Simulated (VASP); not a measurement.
# Ru (P6_3/mmc) in VASP: further runs, part 2 of 2

VASP 6.6.1. The steps go on from the part before.

## Step 3: Single point, PBEsol

This run uses another cell than the first one, of 17.08 Å³/atom, 1.239 times its volume.

The input, INCAR:

```
SYSTEM = Ru
ALGO     = Normal         ! electronic algorithm
EDIFF    = 1E-6           ! SCF threshold, eV
ENCUT    = 520            ! plane-wave cutoff, eV
GGA      = PS             ! functional
ISIF     = 2              ! what is computed and relaxed
ISMEAR   = 0              ! smearing method
LASPH    = .TRUE.         ! aspherical terms in the spheres
LCHARG   = .TRUE.         ! write CHGCAR
LELF     = .TRUE.         ! ELF
LREAL    = .FALSE.        ! projectors in reciprocal space
LVHAR    = .TRUE.       
LWAVE    = .FALSE.        ! write WAVECAR
NBANDS   = 36             ! bands
NELM     = 100            ! most SCF steps
PREC     = Accurate       ! precision mode
SIGMA    = 0.1            ! smearing width, eV
```

The input, KPOINTS:

```
k-points
0
G
  6 6 4
  0 0 0
```

The input, POSCAR:

```
Ru
1.0
    4.1097924958      0.0000000000      0.0000000000
   -2.0548962479      3.5591847056      0.0000000000
    0.0000000000      0.0000000000      4.6715187321
Ru
4
Direct
    0.0000000000      0.0000000000      0.2500000000
    0.0000000000      0.0000000000      0.7500000000
    0.3333333333      0.6666666667      0.7500000000
    0.6666666667      0.3333333333      0.2500000000
```

Potentials or basis: VASP PAW PBE potentials, release 64 (Ru_pv).

Command:

```console
cat potpaw_PBE.64/Ru_pv/POTCAR > POTCAR
mpirun -np 1 vasp_std > vasp.out
```

OUTCAR:

```text
SYSTEM = Ru
   EDIFF = 1E-6
   ENCUT = 520
   GGA = PS
   ISIF = 2
   ISMEAR = 0
   LASPH = .TRUE.
   LREAL = .FALSE.
   NELM = 100
   PREC = Accurate

 ion  position               nearest neighbor table
   1  0.000  0.000  0.250-   2 2.34   2 2.34   4 2.37   4 2.37   4 2.37   3 3.33   3 3.33   3 3.33
                             3 3.33   3 3.33   3 3.33
   2  0.000  0.000  0.750-   1 2.34   1 2.34   3 2.37   3 2.37   3 2.37   4 3.33   4 3.33   4 3.33
                             4 3.33   4 3.33   4 3.33
   3  0.333  0.667  0.750-   2 2.37   2 2.37   2 2.37   4 3.33   4 3.33   4 3.33   4 3.33   1 3.33
                             1 3.33   1 3.33   1 3.33   1 3.33   1 3.33   4 3.33   4 3.33
   4  0.667  0.333  0.250-   1 2.37   1 2.37   1 2.37   3 3.33   3 3.33   3 3.33   3 3.33   2 3.33
                             2 3.33   2 3.33   2 3.33   2 3.33   2 3.33   3 3.33   3 3.33

  LATTYP: Found a hexagonal cell.
 ALAT       =     4.1097924958
 C/A-ratio  =     1.1366799508

  Lattice vectors:

 A1 = (   4.1097924958,   0.0000000000,   0.0000000000)
 A2 = (  -2.0548962479,   3.5591847056,   0.0000000000)
 A3 = (   0.0000000000,   0.0000000000,   4.6715187321)

Analysis of symmetry for initial positions (statically):
=====================================================================
 Subroutine PRICEL returns:
 Original cell was already a primitive cell.

 Routine SETGRP: Setting up the symmetry group for a
 hexagonal supercell.

 Subroutine GETGRP returns: Found 24 space group operations
 (whereof 12 operations were pure point group operations)
 out of a pool of 24 trial point group operations.

The static configuration has the point symmetry D_3d.
 The point group associated with its full space group is D_6h.

Analysis of symmetry for dynamics (positions and initial velocities):
=====================================================================
 Subroutine PRICEL returns:
 Original cell was already a primitive cell.

 Routine SETGRP: Setting up the symmetry group for a
 hexagonal supercell.
[... 125 lines left out ...]
     AMIX     =   0.40;   BMIX     =  1.00
     AMIX_MAG =   1.60;   BMIX_MAG =  1.00
  volume/ion in A,a.u.               =      17.08       115.28
  Fermi-wavevector in a.u.,A,eV,Ry     =   1.532009  2.895077 31.933578  2.347052
  Thomas-Fermi vector in A             =   2.639275
   LORBIT       =      0    0 simple, 1 ext, 2 COOP (PROOUT), +10 PAW based schemes
   GGA     = PS    functional components
   LHFCALC =     F    Hartree Fock is set to
   AEXX    =    0.0000 exact exchange contribution
   IVDW    =     0    specifies the selected vdW correction
   LEPSILON=     F    determine dielectric tensor
   LRPA    =     F    only Hartree local field effects (RPA)
 non-spin polarized calculation
 Gauss-broadening in eV      SIGMA  =   0.10
  energy-cutoff  :      520.00
  volume of cell :       68.33
 maximum number of plane-waves:      1858
 NGX is ok and might be reduce to    32
   NGX = 15   NGY = 15   NGZ = 17

 number of electron      55.9999997 magnetization

 Free energy of the ion-electron system (eV)
  ---------------------------------------------------
  ext. energy  EPLUGINS =         0.00000000
  ---------------------------------------------------
  free energy    TOTEN  =       -34.76639290 eV

  energy without entropy =      -34.73569102  energy(sigma->0) =      -34.75104196

 E-fermi :   9.4604     XC(G=0): -12.6432

 val. band max:        9.4021282406   @ k =   0.3333  -0.0000   0.5000
 cond. band min:       9.4690520965   @ k =   0.3333  -0.0000   0.5000
 fundamental gap:      0.0669238559
 Fermi energy:         9.4603643095

 k-point     1 :       0.0000    0.0000    0.0000
  band No.  band energies     occupation
      1     -35.0285      2.00000
      2     -34.3103      2.00000
      3     -34.3103      2.00000
      4     -34.1324      2.00000
      5     -34.1324      2.00000
      6     -33.2091      2.00000
[... 808 lines left out ...]
     35      12.1263      0.00000
     36      12.1263      0.00000

------------------------ aborting loop because EDIFF is reached ----------------------------------------

  FORCE on cell =-STRESS in cart. coord.  units (eV):
  Direction    XX          YY          ZZ          XY          YZ          ZX
  --------------------------------------------------------------------------------------
  -------------------------------------------------------------------------------------
  Total        0.1522911      0.1522911      0.0982725      0.0000000      0.0000000      0.0000000
  in kB        3.5707272      3.5707272      2.3041668      0.0000000      0.0000000      0.0000000
  external PRESSURE =       3.1485404 kB  Pullay stress =       0.0000000 kB

 VOLUME and BASIS-vectors are now :
 -----------------------------------------------------------------------------
  energy-cutoff  :      520.00
  volume of cell :       68.33
      direct lattice vectors                 reciprocal lattice vectors
     4.109792496  0.000000000  0.000000000     0.243321287  0.140481611  0.000000000
    -2.054896248  3.559184706  0.000000000     0.000000000  0.280963221  0.000000000
     0.000000000  0.000000000  4.671518732     0.000000000  0.000000000  0.214063147

 POSITION                                       TOTAL-FORCE (eV/Angst)
 -----------------------------------------------------------------------------------
      0.00000      0.00000      1.16788         0.000000     -0.000000      0.000000
      0.00000      0.00000      3.50364         0.000000      0.000000      0.000000
     -0.00000      2.37279      3.50364        -0.000000      0.000000     -0.000000
      2.05490      1.18639      1.16788         0.000000     -0.000000      0.000000
 -----------------------------------------------------------------------------------
    total drift:                               -0.000000      0.000000     -0.000000

  FREE ENERGIE OF THE ION-ELECTRON SYSTEM (eV)
  ---------------------------------------------------
  free  energy   TOTEN  =       -34.7663929048 eV

  energy  without entropy=      -34.7356910187  energy(sigma->0) =      -34.75104196
```

OSZICAR:

```text
N       E                     dE             d eps       ncg     rms          rms(c)
DAV:   1     0.669907011851E+03    0.66991E+03   -0.34618E+04  1512   0.167E+03
DAV:   2    -0.171234476317E+02   -0.68703E+03   -0.66969E+03  1608   0.522E+02
DAV:   3    -0.362466227448E+02   -0.19123E+02   -0.18560E+02  1676   0.919E+01
DAV:   4    -0.365309703569E+02   -0.28435E+00   -0.28390E+00  1868   0.954E+00
DAV:   5    -0.365364684614E+02   -0.54981E-02   -0.54977E-02  1748   0.124E+00    0.234E+01
DAV:   6    -0.349111546597E+02    0.16253E+01   -0.52531E+00  1552   0.158E+01    0.813E+00
DAV:   7    -0.351013154738E+02   -0.19016E+00   -0.18597E+00  1652   0.129E+01    0.614E+00
DAV:   8    -0.347822490722E+02    0.31907E+00   -0.13954E+00  1620   0.882E+00    0.219E+00
DAV:   9    -0.347662564618E+02    0.15993E-01   -0.47367E-02  1604   0.188E+00    0.135E-01
DAV:  10    -0.347663806493E+02   -0.12419E-03   -0.11956E-03  1844   0.253E-01    0.587E-02
DAV:  11    -0.347663904461E+02   -0.97968E-05   -0.66073E-05  1808   0.716E-02    0.166E-02
DAV:  12    -0.347663943600E+02   -0.39139E-05   -0.64389E-06  1732   0.185E-02    0.561E-03
DAV:  13    -0.347663928542E+02    0.15058E-05   -0.62670E-07   868   0.553E-03    0.140E-03
DAV:  14    -0.347663929048E+02   -0.50632E-07   -0.72986E-08   852   0.226E-03
   1 F= -.34766393E+02 E0= -.34751042E+02  d E =-.307019E-01
```

stdout:

```text
POSCAR found type information on POSCAR Ru
 POSCAR found :  1 types and       4 ions
 scaLAPACK will be used
 -----------------------------------------------------------------------------
|                                                                             |
|                                                                             |
|     You enforced a specific xc type in the INCAR file but a different       |
|     I HOPE YOU KNOW WHAT YOU ARE DOING!                                     |
|                                                                             |
 -----------------------------------------------------------------------------

 LDA part: xc-table for (Slater+PW92), standard interpolation
 POSCAR, INCAR and KPOINTS ok, starting setup
 FFT: planning ... GRIDC
 FFT: planning ... GRID_SOFT
 FFT: planning ... GRID
 WAVECAR not read
 entering main loop
```

Run time: 22 s. Hardware: 1 thread of Intel Xeon 6975P-C (Granite Rapids), shared host; peak memory 0.19 GiB.

What came out:

* Free energy: -34.7664 eV
* Pressure: 0.3 GPa
* Band gap on the k mesh: zero (band 28 reaches 10.03 eV, above the bottom of band 29 at 8.60 eV)

Stress tensor (GPa, compression positive):
```
0.36 0.00 0.00
0.00 0.36 0.00
0.00 0.00 0.23
```

Levels at points of the mesh, in eV from the Fermi level:
```
           k point  band 24  band 25  band 26  band 27  band 28  band 29  band 30  band 31  band 32  band 33
(0.00, 0.00, 0.00)    -1.96    -1.96    -1.75    -1.75    -0.90     0.32     0.32     0.62     0.79     0.79
(0.50, 0.00, 0.00)    -2.28    -1.17    -0.50    -0.47     0.57     0.70     0.99     1.03     1.37     2.11
(0.00, 0.00, 0.50)    -2.67    -1.57    -1.57    -1.57    -1.57    -0.37    -0.37    -0.16    -0.16    -0.16
(0.50, 0.00, 0.50)    -2.68    -1.34    -1.34     0.21     0.21     0.39     0.39     0.88     0.88     1.00
```

Caveat: the PAW data sets were made with another functional, which shifts forces and pressure a little.
